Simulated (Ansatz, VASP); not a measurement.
**One calculation of BP, two programs**

```
CELL_PARAMETERS angstrom
0.00000 2.29100 2.25914
2.29100 0.00000 2.25914
2.29100 2.29100 0.00000
ATOMIC_POSITIONS crystal
B 0.00000 0.00000 0.00000
P 0.25000 0.25000 0.25000
```

Change from the starting cell: epitaxial_xy strain +1.0%.

Alike in both runs: task single point; functional HSE06; k mesh 6 × 6 × 6; no spin polarisation.

|  | VASP | Ansatz |
| --- | --- | --- |
| version | VASP 6.6.1 | Ansatz 0.2.0 |
| potentials or method | VASP PAW PBE potentials, release 64 (B, P) | plane waves, PAW |
| plane-wave cutoff (eV) | 520 | 420 |
| occupations | gaussian, width 0.01 eV | fixed |
| valence electrons in the cell | 8 | 8 |

VASP gave:

- gap on the k mesh at the Fermi level (eV): 1.89
- pressure (GPa): -4.5
- traceless stress, the component that is largest in VASP (GPa): 2.58

Task: Which values does Ansatz return?

Result: gap on the k mesh at the Fermi level (eV): 1.89; pressure (GPa): -3.9; traceless stress, the component that is largest in VASP (GPa): 2.57.

Ansatz's warnings: stress exchange threshold loose, stress scf threshold loose.
